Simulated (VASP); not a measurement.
# Rh (Fm-3m) in VASP: notebook

Rh is run at these levels: PBE; tasks: single point.

All numbers are computed with VASP 6.6.1; they aren't measurements. Logs are shortened: lines on timing, memory, paths and dates and some standing lists are left out, and cuts for length are marked.

## 1. The cell of the first run

Symmetry: Fm-3m, No. 225, cubic system. The conventional cell has a = 3.830 Å, b = 3.830 Å, c = 3.830 Å, α = 90.00°, β = 90.00°, γ = 90.00°. Within 3.6 Å of Rh (site symmetry m-3m) lie 12 Rh at 2.71 Å.

## 2. Single point, PBE, collinear spin, ferromagnetic start (14.05 Å³/atom)

File INCAR:

```
SYSTEM = Rh
PREC = Accurate ; ENCUT = 520
EDIFF = 1E-6 ; ISMEAR = 0
SIGMA = 0.15 ; LREAL = .False.
LASPH = .True. ; NELM = 150
ALGO = Normal ; ISIF = 2
LWAVE = .False. ; LCHARG = .True.
ISPIN = 2 ; MAGMOM = 0.625
LORBIT = 11 ; NUPDOWN = 0.625
LMAXMIX = 4 ; GGA = PE
LELF = .True. ; LVHAR = .True.
NBANDS = 18
```

File KPOINTS:

```
regular mesh
0
Gamma
  22 22 22
  0 0 0
```

File POSCAR:

```
Rh
1.0
    0.0000000000      1.9150524221      1.9150524221
    1.9150524221      0.0000000000      1.9150524221
    1.9150524221      1.9150524221      0.0000000000
Rh
1
Direct
    0.0000000000      0.0000000000      0.0000000000
```

Potentials or basis: VASP PAW PBE potentials, release 64 (Rh_pv).

Command:

```
cat potpaw_PBE.64/Rh_pv/POTCAR > POTCAR
mpirun -np 1 vasp_std > vasp.out
```

OUTCAR:

```text
SYSTEM = Rh
   PREC = Accurate
   ENCUT = 520
   EDIFF = 1E-6
   ISMEAR = 0
   LREAL = .False.
   LASPH = .True.
   NELM = 150
   ISIF = 2
   ISPIN = 2
   LORBIT = 11
   NUPDOWN = 0.625
   GGA = PE

 ion  position               nearest neighbor table
   1  0.000  0.000  0.000-

  LATTYP: Found a face centered cubic cell.
 ALAT       =     3.8301048442

  Lattice vectors:

 A1 = (   0.0000000000,   1.9150524221,   1.9150524221)
 A2 = (   1.9150524221,   0.0000000000,   1.9150524221)
 A3 = (   1.9150524221,   1.9150524221,   0.0000000000)

Analysis of symmetry for initial positions (statically):
=====================================================================
 Subroutine PRICEL returns:
 Original cell was already a primitive cell.

 Routine SETGRP: Setting up the symmetry group for a
 face centered cubic supercell.

 Subroutine GETGRP returns: Found 48 space group operations
 (whereof 48 operations were pure point group operations)
 out of a pool of 48 trial point group operations.

The static configuration has the point symmetry O_h .

Analysis of symmetry for dynamics (positions and initial velocities):
=====================================================================
 Subroutine PRICEL returns:
 Original cell was already a primitive cell.

 Routine SETGRP: Setting up the symmetry group for a
 face centered cubic supercell.

 Subroutine GETGRP returns: Found 48 space group operations
 (whereof 48 operations were pure point group operations)
 out of a pool of 48 trial point group operations.

The dynamic configuration has the point symmetry O_h .

Analysis of structural, dynamic, and magnetic symmetry:
=====================================================================
 Subroutine PRICEL returns:
 Original cell was already a primitive cell.

 Routine SETGRP: Setting up the symmetry group for a
 face centered cubic supercell.

 Subroutine GETGRP returns: Found 48 space group operations
 (whereof 48 operations were pure point group operations)
 out of a pool of 48 trial point group operations.

The overall configuration has the point symmetry O_h .

 Subroutine INISYM returns: Found 48 space group operations
 (whereof 48 operations are pure point group operations),
 and found     1 'primitive' translations

----------------------------------------------------------------------------------------

                                     Primitive cell

  volume of cell :      14.0466

  direct lattice vectors                    reciprocal lattice vectors
     0.000000000  1.915052422  1.915052422    -0.261089459  0.261089459  0.261089459
     1.915052422  0.000000000  1.915052422     0.261089459 -0.261089459  0.261089459
     1.915052422  1.915052422  0.000000000     0.261089459  0.261089459 -0.261089459

  length of vectors
     2.708293108  2.708293108  2.708293108     0.452220208  0.452220208  0.452220208

  position of ions in fractional coordinates (direct lattice)
     0.000000000  0.000000000  0.000000000

  ion indices of the primitive-cell ions
   primitive index   ion index
                 1           1

----------------------------------------------------------------------------------------

 KPOINTS: regular mesh

Automatic generation of k-mesh.
 Grid dimensions read from file:
 generate k-points for:   22   22   22

 Generating k-lattice:

  Cartesian coordinates                     Fractional coordinates (reciprocal lattice)
    -0.011867703  0.011867703  0.011867703     0.045454545  0.000000000  0.000000000
     0.011867703 -0.011867703  0.011867703     0.000000000  0.045454545  0.000000000
     0.011867703  0.011867703 -0.011867703     0.000000000  0.000000000  0.045454545

  Length of vectors
     0.020555464  0.020555464  0.020555464

  Shift w.r.t. Gamma in fractional coordinates (k-lattice)
     0.000000000  0.000000000  0.000000000

 Subroutine IBZKPT returns following result:
 ===========================================

 Found    328 irreducible k-points:

 Following reciprocal coordinates:
            Coordinates               Weight
  0.000000  0.000000  0.000000      1.000000
  0.045455  0.000000  0.000000      8.000000
  0.090909  0.000000  0.000000      8.000000
  0.136364  0.000000  0.000000      8.000000
  0.181818  0.000000  0.000000      8.000000
  0.227273  0.000000  0.000000      8.000000
[... 16 lines left out ...]
  0.500000  0.045455  0.000000     24.000000
 -0.454545  0.045455  0.000000     24.000000
 [... further k-points ...]
   k-points           NKPTS =    328   k-points in BZ     NKDIM =    328   number of bands    NBANDS=     18
   number of dos      NEDOS =    301   number of ions     NIONS =      1
   total plane-waves  NPLWV =   8000
   dimension x,y,z NGX =    20 NGY =   20 NGZ =   20
   dimension x,y,z NGXF=    40 NGYF=   40 NGZF=   40
   ions per type =               1
   NGX,Y,Z   is equivalent  to a cutoff of  12.28, 12.28, 12.28 a.u.
   NGXF,Y,Z  is equivalent  to a cutoff of  24.55, 24.55, 24.55 a.u.
 SYSTEM =  Rh
   PREC   = accura    normal or accurate (medium, high low for compatibility)
   ISTART =      0    job   : 0-new  1-cont  2-samecut
   ICHARG =      2    charge: 1-file 2-atom 10-const
   ISPIN  =      2    spin polarized calculation?
   LNONCOLLINEAR =      F non collinear calculations
   LSORBIT =      F    spin-orbit coupling
   LASPH  =      T    aspherical Exc in radial PAW
   ENCUT  =  520.0 eV  38.22 Ry    6.18 a.u.   5.04  5.04  5.04*2*pi/ulx,y,z
   NELM   =    150;   NELMIN=  2; NELMDL= -5     # of ELM steps
   EDIFF  = 0.1E-05   stopping-criterion for ELM
   LREAL  =      F    real-space projection
[... 7 lines left out ...]
   TEBEG  =    0.0;   TEEND  =   0.0 temperature during run
   PSTRESS=    0.0 pullay stress
   NELECT =      15.0000    total number of electrons
   NUPDOWN=       0.6250    fix difference up-down
   EMIN   =  10.00;   EMAX   =-10.00  energy-range for DOS
   EFERMI =   0.00;   METHOD = LEGACY
   ISMEAR =     0;   SIGMA  =   0.15  broadening in eV -4-tet -1-fermi 0-gaus
   EFERMI_NEDOS =   21; number of points for ismear=-14 and -15
   IALGO  =     38    algorithm
   IMIX   =      4    mixing-type and parameters
     AMIX     =   0.40;   BMIX     =  1.00
     AMIX_MAG =   1.60;   BMIX_MAG =  1.00
  volume/ion in A,a.u.               =      14.05        94.79
  Fermi-wavevector in a.u.,A,eV,Ry     =   1.673329  3.162133 38.096705  2.800029
  Thomas-Fermi vector in A             =   2.758319
   LORBIT       =     11    0 simple, 1 ext, 2 COOP (PROOUT), +10 PAW based schemes
   GGA     = PE    functional components
   LHFCALC =     F    Hartree Fock is set to
   AEXX    =    0.0000 exact exchange contribution
   IVDW    =     0    specifies the selected vdW correction
   LEPSILON=     F    determine dielectric tensor
   LRPA    =     F    only Hartree local field effects (RPA)
 spin polarized calculation
 Gauss-broadening in eV      SIGMA  =   0.15
  energy-cutoff  :      520.00
  volume of cell :       14.05
 maximum number of plane-waves:       388
   NGX =  9   NGY =  9   NGZ =  9

 number of electron      15.0000003 magnetization       0.6250000

 Free energy of the ion-electron system (eV)
  ---------------------------------------------------
  ext. energy  EPLUGINS =         0.00000000
  ---------------------------------------------------
  free energy    TOTEN  =        -7.19893875 eV

  energy without entropy =       -7.17975920  energy(sigma->0) =       -7.18934897

 E-fermi :  11.2692     XC(G=0): -13.8888

 val. band max:       11.6788675501   @ k =  -0.4545   0.2273   0.0909
 cond. band min:      11.2713892591   @ k =   0.3182   0.0455   0.0000
 fundamental gap:     -0.4074782910
 Fermi energy:        11.6843478339

 spin component 1

 k-point     1 :       0.0000    0.0000    0.0000
  band No.  band energies     occupation
      1     -35.0459      1.00000
      2     -35.0459      1.00000
      3     -35.0459      1.00000
      4       3.6697      1.00000
      5       8.3541      1.00000
      6       8.3541      1.00000
[... 10 lines left out ...]
     17      43.4506      0.00000
     18      43.4506      0.00000

 k-point     2 :       0.0455    0.0000    0.0000
  band No.  band energies     occupation
      1     -35.0600      1.00000
      2     -35.0478      1.00000
      3     -35.0478      1.00000
      4       3.7517      1.00000
      5       8.3187      1.00000
      6       8.3859      1.00000
[... 10 lines left out ...]
     17      43.1995      0.00000
     18      43.1995      0.00000
[... 442 lines left out ...]
 k-point    24 :      -0.4545    0.0455    0.0000
  band No.  band energies     occupation
      1     -35.7112      1.00000
      2     -35.1504      1.00000
      3     -35.1400      1.00000
      4       5.5157      1.00000
      5       8.2308      1.00000
      6       8.3246      1.00000
[... 10 lines left out ...]
     17      43.2454      0.00000
     18      49.6606      0.00000

 [... further k-points ...]

 spin component 2

 k-point     1 :       0.0000    0.0000    0.0000
  band No.  band energies     occupation
      1     -34.5317      1.00000
      2     -34.5317      1.00000
      3     -34.5317      1.00000
      4       3.7590      1.00000
      5       8.7751      1.00000
      6       8.7751      1.00000
[... 10 lines left out ...]
     17      43.6006      0.00000
     18      43.6006      0.00000

 k-point     2 :       0.0455    0.0000    0.0000
  band No.  band energies     occupation
      1     -34.5461      1.00000
      2     -34.5337      1.00000
      3     -34.5337      1.00000
      4       3.8411      1.00000
      5       8.7375      1.00000
      6       8.8074      1.00000
[... 10 lines left out ...]
     17      43.3528      0.00000
     18      43.3528      0.00000
[... 442 lines left out ...]
 k-point    24 :      -0.4545    0.0455    0.0000
  band No.  band energies     occupation
      1     -35.2067      1.00000
      2     -34.6375      1.00000
      3     -34.6269      1.00000
      4       5.8026      1.00000
      5       8.6645      1.00000
      6       8.7624      1.00000
[... 10 lines left out ...]
     17      43.3376      0.00000
     18      49.8998      0.00000

 [... further k-points ...]

------------------------ aborting loop because EDIFF is reached ----------------------------------------

  FORCE on cell =-STRESS in cart. coord.  units (eV):
  Direction    XX          YY          ZZ          XY          YZ          ZX
  --------------------------------------------------------------------------------------
  -------------------------------------------------------------------------------------
  Total        0.2632199      0.2632199      0.2632199     -0.0000000      0.0000000     -0.0000000
  in kB       30.0232250     30.0232250     30.0232250     -0.0000000      0.0000000     -0.0000000
  external PRESSURE =      30.0232250 kB  Pullay stress =       0.0000000 kB

 VOLUME and BASIS-vectors are now :
 -----------------------------------------------------------------------------
  energy-cutoff  :      520.00
  volume of cell :       14.05
      direct lattice vectors                 reciprocal lattice vectors
     0.000000000  1.915052422  1.915052422    -0.261089459  0.261089459  0.261089459
     1.915052422  0.000000000  1.915052422     0.261089459 -0.261089459  0.261089459
     1.915052422  1.915052422  0.000000000     0.261089459  0.261089459 -0.261089459

 POSITION                                       TOTAL-FORCE (eV/Angst)
 -----------------------------------------------------------------------------------
      0.00000      0.00000      0.00000         0.000000      0.000000      0.000000
 -----------------------------------------------------------------------------------
    total drift:                               -0.000000     -0.000000     -0.000000

  FREE ENERGIE OF THE ION-ELECTRON SYSTEM (eV)
  ---------------------------------------------------
  free  energy   TOTEN  =        -7.1989387468 eV

  energy  without entropy=       -7.1797591997  energy(sigma->0) =       -7.18934897

 total charge

# of ion       s       p       d       tot
------------------------------------------
    1        0.404   6.285   7.064  13.752

 magnetization (x)

# of ion       s       p       d       tot
------------------------------------------
    1       -0.000   0.001   0.621   0.622
```

It took 72 s on 1 thread of AMD EPYC 9R45 (Zen 5), shared host; peak memory 0.19 GiB.

Results:

| Property | Result |
| --- | --- |
| Free energy | -7.1989 eV |
| Pressure | 3.0 GPa |
| Net moment | 0.62 μB per cell |
| Site moments | Rh +0.62 μB |
| Valence electrons inside the program's atomic spheres | Rh 13.75 |

Caveat: the cell stands under pressure; the total moment is fixed, so each spin has its own Fermi level and the state may be an excited one.

## 3. Single point, PBE, collinear spin, ferromagnetic start (14.05 Å³/atom)

File INCAR:

```
SYSTEM = Rh
PREC = Accurate
ENCUT = 520
EDIFF = 1E-6
ISMEAR = 0
SIGMA = 0.15
LREAL = .False.
LASPH = .True.
NELM = 150
ALGO = Fast
ISIF = 2
LWAVE = .False.
LCHARG = .True.
ISPIN = 2
MAGMOM = 0.375
LORBIT = 11
NUPDOWN = 0.375
LMAXMIX = 4
GGA = PE
LELF = .True.
LVHAR = .True.
NBANDS = 18
```

File KPOINTS:

```
Automatic mesh
0
Gamma
  22 22 22
  0 0 0
```

POSCAR is that of step 2.

Potentials or basis: VASP PAW PBE potentials, release 64 (Rh_pv).

Command:

```
cat potpaw_PBE.64/Rh_pv/POTCAR > POTCAR
mpirun -np 1 vasp_std > vasp.out
```

It took 72 s on 1 thread of AMD EPYC 9R45 (Zen 5), shared host; peak memory 0.19 GiB.

The run converged. Its results:

```yaml
Free_energy: -7.2418 eV
Pressure: 1.2 GPa
Net_moment: 0.38 μB per cell
Site_moments: Rh +0.37 μB
Valence_electrons_inside_the_program's_atomic_spheres: Rh 13.75
```

Caveat: the total moment is fixed, so each spin has its own Fermi level and the state may be an excited one.

## 4. Single point, PBE, collinear spin (14.05 Å³/atom)

File INCAR:

```
  PREC = Accurate
  ENCUT = 520
  EDIFF = 1E-7
  ISMEAR = 0
  SIGMA = 0.15
  LREAL = False
  LASPH = True
  NELM = 150
  ALGO = Normal
  ISIF = 2
  LWAVE = False
  LCHARG = False
  ISPIN = 2
  MAGMOM = 0.125
  LORBIT = 11
  NUPDOWN = 0.125
  LMAXMIX = 4
  GGA = PE
  NBANDS = 18
```

File KPOINTS:

```
regular mesh
0
Gamma
  22 22 22
```

POSCAR is that of step 3.

Command:

```
cat potpaw_PBE.64/Rh_pv/POTCAR > POTCAR
mpirun -np 1 vasp_std > vasp.out
```

Run time: 73 s. Hardware: 1 thread of AMD EPYC 9R45 (Zen 5), shared host; peak memory 0.19 GiB.

The run converged. Its results:

- Free energy: -7.2637 eV
- Pressure: 0.2 GPa
- Net moment: 0.12 μB per cell
- Site moments: Rh +0.12 μB
- Valence electrons inside the program's atomic spheres: Rh 13.75

Caveat: the total moment is fixed, so each spin has its own Fermi level and the state may be an excited one.

## 5. Summary

```tsv
spin	fixed moment (μB)	pressure (GPa)	moment (μB)
collinear, ferromagnetic start	0.625	3.0	0.62
collinear, ferromagnetic start	0.375	1.2	0.38
collinear	0.125	0.2	0.12
```

Alike in all rows: task single point; level PBE; potentials or basis VASP PAW PBE potentials, release 64 (Rh_pv); cell as given; k mesh 22 × 22 × 22; cutoff (eV) 520; smearing gaussian 0.15 eV.

Caveats: the total moment is fixed, so each spin has its own Fermi level and the state may be an excited one; the cell stands under pressure (at least some runs).

Absolute energies hang on the potentials; compare differences alone.
